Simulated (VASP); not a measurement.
# SrGaSi (P-6m2) in VASP: single point with LDA

Aim: the single point of SrGaSi with LDA.

Program: VASP 6.6.1. These are calculated values, not measurements. Logs are shortened: lines on timing, memory, paths and dates and some standing lists are left out, and cuts for length are marked.

## Step 1: The cell of the first run

The structure is hexagonal, space group P-6m2 (No. 187). Conventional cell: a = 4.180 Å, b = 4.180 Å, c = 4.736 Å, α = 90.00°, β = 90.00°, γ = 120.00°. Sr (site symmetry -6m2) has 6 Si at 3.38 Å and 6 Ga at 3.38 Å and 6 Sr at 4.18 Å within 4.4 Å. Ga (site symmetry -6m2) has 3 Si at 2.41 Å within 3.2 Å. Within 3.2 Å of Si (site symmetry -6m2) lie 3 Ga at 2.41 Å.

## Step 2: Single point, LDA

INCAR

```
SYSTEM = SrGaSi
  PREC = Accurate
  ENCUT = 500
  EDIFF = 1E-6
  ISMEAR = 1
  SIGMA = 0.1
  LREAL = .FALSE.
  LASPH = .TRUE.
  NELM = 120
  ALGO = Normal
  ISIF = 2
  LWAVE = .FALSE.
  LCHARG = .FALSE.
  GGA = CA
  NBANDS = 20
  GGA_COMPAT = .FALSE.
```

KPOINTS

```
Automatic mesh
0
G
  7 7 6
  0 0 0
```

POSCAR

```
SrGaSi
1.0
    4.1795770000      0.0000000000      0.0000000000
   -2.0897885000      3.6196198591      0.0000000000
    0.0000000000      0.0000000000      4.7358170000
Sr Ga Si
1 1 1
Direct
    0.0000000000      0.0000000000      0.0000000000
    0.3333333333      0.6666666667      0.5000000000
    0.6666666667      0.3333333333      0.5000000000
```

Potentials or basis: VASP PAW LDA potentials, release 64 (Sr_sv, Ga_d, Si).

Command:

```bash
> cat potpaw_LDA.64/Sr_sv/POTCAR potpaw_LDA.64/Ga_d/POTCAR potpaw_LDA.64/Si/POTCAR > POTCAR
> mpirun -np 1 vasp_std > vasp.out
```

OUTCAR:

```text
SYSTEM = SrGaSi
   PREC = Accurate
   ENCUT = 500
   EDIFF = 1E-6
   ISMEAR = 1
   LREAL = .FALSE.
   LASPH = .TRUE.
   NELM = 120
   ISIF = 2
   GGA = CA

 ion  position               nearest neighbor table
   1  0.000  0.000  0.000-   2 3.38   3 3.38   2 3.38   3 3.38   3 3.38   3 3.38   2 3.38   2 3.38
                             3 3.38   3 3.38   2 3.38   2 3.38
   2  0.333  0.667  0.500-   3 2.41   3 2.41   3 2.41   1 3.38   1 3.38   1 3.38   1 3.38   1 3.38
                             1 3.38
   3  0.667  0.333  0.500-   2 2.41   2 2.41   2 2.41   1 3.38   1 3.38   1 3.38   1 3.38   1 3.38
                             1 3.38

  LATTYP: Found a hexagonal cell.
 ALAT       =     4.1795770000
 C/A-ratio  =     1.1330852381

  Lattice vectors:

 A1 = (   4.1795770000,   0.0000000000,   0.0000000000)
 A2 = (  -2.0897885000,   3.6196198591,   0.0000000000)
 A3 = (   0.0000000000,   0.0000000000,   4.7358170000)

Analysis of symmetry for initial positions (statically):
=====================================================================
 Subroutine PRICEL returns:
 Original cell was already a primitive cell.

 Routine SETGRP: Setting up the symmetry group for a
 hexagonal supercell.

 Subroutine GETGRP returns: Found 12 space group operations
 (whereof 12 operations were pure point group operations)
 out of a pool of 24 trial point group operations.

The static configuration has the point symmetry D_3h.

Analysis of symmetry for dynamics (positions and initial velocities):
=====================================================================
 Subroutine PRICEL returns:
 Original cell was already a primitive cell.

 Routine SETGRP: Setting up the symmetry group for a
 hexagonal supercell.

 Subroutine GETGRP returns: Found 12 space group operations
 (whereof 12 operations were pure point group operations)
 out of a pool of 24 trial point group operations.

The dynamic configuration has the point symmetry D_3h.

 Subroutine INISYM returns: Found 12 space group operations
 (whereof 12 operations are pure point group operations),
 and found     1 'primitive' translations

----------------------------------------------------------------------------------------

                                     Primitive cell

  volume of cell :      71.6457

  direct lattice vectors                    reciprocal lattice vectors
     4.179577000  0.000000000  0.000000000     0.239258662  0.138136053  0.000000000
    -2.089788500  3.619619859  0.000000000     0.000000000  0.276272106  0.000000000
     0.000000000  0.000000000  4.735817000     0.000000000  0.000000000  0.211156808

  length of vectors
     4.179577000  4.179577000  4.735817000     0.276272106  0.276272106  0.211156808

  position of ions in fractional coordinates (direct lattice)
     0.000000000  0.000000000  0.000000000
     0.333333333  0.666666667  0.500000000
     0.666666667  0.333333333  0.500000000

  ion indices of the primitive-cell ions
   primitive index   ion index
                 1           1
                 2           2
                 3           3

----------------------------------------------------------------------------------------

 KPOINTS: Automatic mesh

Automatic generation of k-mesh.
 Grid dimensions read from file:
 generate k-points for:    7    7    6

 Generating k-lattice:

  Cartesian coordinates                     Fractional coordinates (reciprocal lattice)
     0.034179809  0.019733722  0.000000000     0.142857143 -0.000000000  0.000000000
     0.000000000  0.039467444  0.000000000     0.000000000  0.142857143  0.000000000
     0.000000000  0.000000000  0.035192801     0.000000000  0.000000000  0.166666667

  Length of vectors
     0.039467444  0.039467444  0.035192801

  Shift w.r.t. Gamma in fractional coordinates (k-lattice)
     0.000000000  0.000000000  0.000000000

 Subroutine IBZKPT returns following result:
 ===========================================

 Found     32 irreducible k-points:

 Following reciprocal coordinates:
            Coordinates               Weight
  0.000000  0.000000  0.000000      1.000000
  0.142857  0.000000  0.000000      6.000000
  0.285714  0.000000  0.000000      6.000000
  0.428571  0.000000  0.000000      6.000000
  0.142857  0.142857  0.000000      6.000000
  0.285714  0.142857  0.000000     12.000000
[... 16 lines left out ...]
  0.428571  0.142857  0.333333     12.000000
  0.285714  0.285714  0.333333     12.000000
 [... further k-points ...]
   k-points           NKPTS =     32   k-points in BZ     NKDIM =     32   number of bands    NBANDS=     20
   number of dos      NEDOS =    301   number of ions     NIONS =      3
   total plane-waves  NPLWV =  32400
   dimension x,y,z NGX =    30 NGY =   30 NGZ =   36
   dimension x,y,z NGXF=    60 NGYF=   60 NGZF=   72
   ions per type =               1   1   1
   NGX,Y,Z   is equivalent  to a cutoff of  11.93, 11.93, 12.64 a.u.
   NGXF,Y,Z  is equivalent  to a cutoff of  23.87, 23.87, 25.27 a.u.
 SYSTEM =  SrGaSi
   PREC   = accura    normal or accurate (medium, high low for compatibility)
   ISTART =      0    job   : 0-new  1-cont  2-samecut
   ICHARG =      2    charge: 1-file 2-atom 10-const
   ISPIN  =      1    spin polarized calculation?
   LNONCOLLINEAR =      F non collinear calculations
   LSORBIT =      F    spin-orbit coupling
   LASPH  =      T    aspherical Exc in radial PAW
   ENCUT  =  500.0 eV  36.75 Ry    6.06 a.u.   7.62  7.62  8.63*2*pi/ulx,y,z
   NELM   =    120;   NELMIN=  2; NELMDL= -5     # of ELM steps
   EDIFF  = 0.1E-05   stopping-criterion for ELM
   LREAL  =      F    real-space projection
   EDIFFG = 0.1E-04   stopping-criterion for IOM
   NSW    =      0    number of steps for IOM
   IBRION =     -1    ionic relax: 0-MD 1-quasi-New 2-CG
   NFREE  =      0    steps in history (QN), initial steepest desc. (CG)
   ISIF   =      2    stress and relaxation
   ISYM   =      2    0-nonsym 1-usesym 2-fastsym
   POTIM  = 0.5000    time-step for ionic-motion
   TEBEG  =    0.0;   TEEND  =   0.0 temperature during run
   PSTRESS=    0.0 pullay stress
   NELECT =      27.0000    total number of electrons
   NUPDOWN=      -1.0000    fix difference up-down
   EMIN   =  10.00;   EMAX   =-10.00  energy-range for DOS
   EFERMI =   0.00;   METHOD = LEGACY
   ISMEAR =     1;   SIGMA  =   0.10  broadening in eV -4-tet -1-fermi 0-gaus
   EFERMI_NEDOS =   21; number of points for ismear=-14 and -15
   IALGO  =     38    algorithm
   IMIX   =      4    mixing-type and parameters
     AMIX     =   0.40;   BMIX     =  1.00
     AMIX_MAG =   1.60;   BMIX_MAG =  1.00
  volume/ion in A,a.u.               =      23.88       161.16
  Fermi-wavevector in a.u.,A,eV,Ry     =   1.182495  2.234592 19.024954  1.398295
  Thomas-Fermi vector in A             =   2.318748
   LORBIT       =      0    0 simple, 1 ext, 2 COOP (PROOUT), +10 PAW based schemes
   GGA     = CA    functional components
   LHFCALC =     F    Hartree Fock is set to
   AEXX    =    0.0000 exact exchange contribution
   IVDW    =     0    specifies the selected vdW correction
   LEPSILON=     F    determine dielectric tensor
   LRPA    =     F    only Hartree local field effects (RPA)
 non-spin polarized calculation
 Methfessel and Paxton  Order N= 1 SIGMA  =   0.10
  energy-cutoff  :      500.00
  volume of cell :       71.65
 maximum number of plane-waves:      1841
   NGX = 15   NGY = 15   NGZ = 17

 number of electron      27.0000006 magnetization

 Free energy of the ion-electron system (eV)
  ---------------------------------------------------
  ext. energy  EPLUGINS =         0.00000000
  ---------------------------------------------------
  free energy    TOTEN  =       -13.05405201 eV

  energy without entropy =      -13.05346747  energy(sigma->0) =      -13.05385716

 E-fermi :   4.5576     XC(G=0):  -9.9277

 val. band max:        4.5550974915   @ k =   0.1429   0.0000   0.0000
 cond. band min:       4.5709106625   @ k =   0.2857   0.0000   0.1667
 fundamental gap:      0.0158131711
 Fermi energy:         4.5576071540

 k-point     1 :       0.0000    0.0000    0.0000
  band No.  band energies     occupation
      1     -30.6767      2.00000
      2     -12.8959      2.00000
      3     -12.7195      2.00000
      4     -12.7195      2.00000
      5     -10.6339      2.00000
      6     -10.6339      2.00000
[... 12 lines left out ...]
     19       8.8253      0.00000
     20       8.8801      0.00000

 k-point     2 :       0.1429    0.0000    0.0000
  band No.  band energies     occupation
      1     -30.6740      2.00000
      2     -12.8893      2.00000
      3     -12.7675      2.00000
      4     -12.7293      2.00000
      5     -10.6397      2.00000
      6     -10.6291      2.00000
[... 12 lines left out ...]
     19       8.5521      0.00000
     20       8.6911      0.00000

 k-point     3 :       0.2857    0.0000    0.0000
  band No.  band energies     occupation
      1     -30.6678      2.00000
      2     -12.8745      2.00000
      3     -12.8718      2.00000
      4     -12.7511      2.00000
      5     -10.6493      2.00000
      6     -10.6184      2.00000
[... 12 lines left out ...]
     19       8.6888      0.00000
     20       9.3303      0.00000

 k-point     4 :       0.4286    0.0000    0.0000
  band No.  band energies     occupation
      1     -30.6628      2.00000
      2     -12.9521      2.00000
      3     -12.8625      2.00000
      4     -12.7685      2.00000
      5     -10.6563      2.00000
      6     -10.6098      2.00000
[... 429 lines left out ...]
 k-point    23 :       0.4286    0.1429    0.3333
  band No.  band energies     occupation
      1     -30.6603      2.00000
      2     -12.9312      2.00000
      3     -12.9035      2.00000
      4     -12.7975      2.00000
      5     -10.6505      2.00000
      6     -10.6100      2.00000
[... 12 lines left out ...]
     19      10.1746      0.00000
     20      10.3684      0.00000

 k-point    24 :       0.2857    0.2857    0.3333
  band No.  band energies     occupation
      1     -30.6597      2.00000
      2     -12.9028      2.00000
      3     -12.8987      2.00000
      4     -12.8408      2.00000
      5     -10.6461      2.00000
      6     -10.6117      2.00000
[... 12 lines left out ...]
     19       9.3613      0.00000
     20      10.0849      0.00000

 [... further k-points ...]

------------------------ aborting loop because EDIFF is reached ----------------------------------------

  FORCE on cell =-STRESS in cart. coord.  units (eV):
  Direction    XX          YY          ZZ          XY          YZ          ZX
  --------------------------------------------------------------------------------------
  -------------------------------------------------------------------------------------
  Total       -1.4158266     -1.4158266     -1.5040631      0.0000000     -0.0000000      0.0000000
  in kB      -31.6614240    -31.6614240    -33.6346127      0.0000000     -0.0000000      0.0000000
  external PRESSURE =     -32.3191536 kB  Pullay stress =       0.0000000 kB

 VOLUME and BASIS-vectors are now :
 -----------------------------------------------------------------------------
  energy-cutoff  :      500.00
  volume of cell :       71.65
      direct lattice vectors                 reciprocal lattice vectors
     4.179577000  0.000000000  0.000000000     0.239258662  0.138136053  0.000000000
    -2.089788500  3.619619859  0.000000000     0.000000000  0.276272106  0.000000000
     0.000000000  0.000000000  4.735817000     0.000000000  0.000000000  0.211156808

 POSITION                                       TOTAL-FORCE (eV/Angst)
 -----------------------------------------------------------------------------------
      0.00000      0.00000      0.00000         0.000000      0.000000      0.000000
     -0.00000      2.41308      2.36791        -0.000000      0.000000      0.000000
      2.08979      1.20654      2.36791         0.000000      0.000000      0.000000
 -----------------------------------------------------------------------------------
    total drift:                                0.000002     -0.000001     -0.000000

  FREE ENERGIE OF THE ION-ELECTRON SYSTEM (eV)
  ---------------------------------------------------
  free  energy   TOTEN  =       -13.0540520061 eV

  energy  without entropy=      -13.0534674692  energy(sigma->0) =      -13.05385716
```

Run time: 30 s. Hardware: 1 thread of Intel Xeon Platinum 8259CL at 2.50GHz (Skylake/Cascade Lake), shared host; peak memory 0.18 GiB.

Results:

```
Free energy            : -13.0541 eV
Pressure               : -3.2 GPa
Band gap on the k mesh : zero (an odd number of electrons rules out a gap without spin polarisation)
```

Levels at points of the mesh, in eV from the Fermi level:
```tsv
k point	band 11	band 12	band 13	band 14	band 15	band 16
(0.00, 0.00, 0.00)	-1.92	-1.25	-1.25	-0.25	0.08	2.79
(0.00, 0.00, 0.50)	-4.38	-0.84	-0.84	0.50	1.37	1.37
```

Caveat: the cell stands under tension.
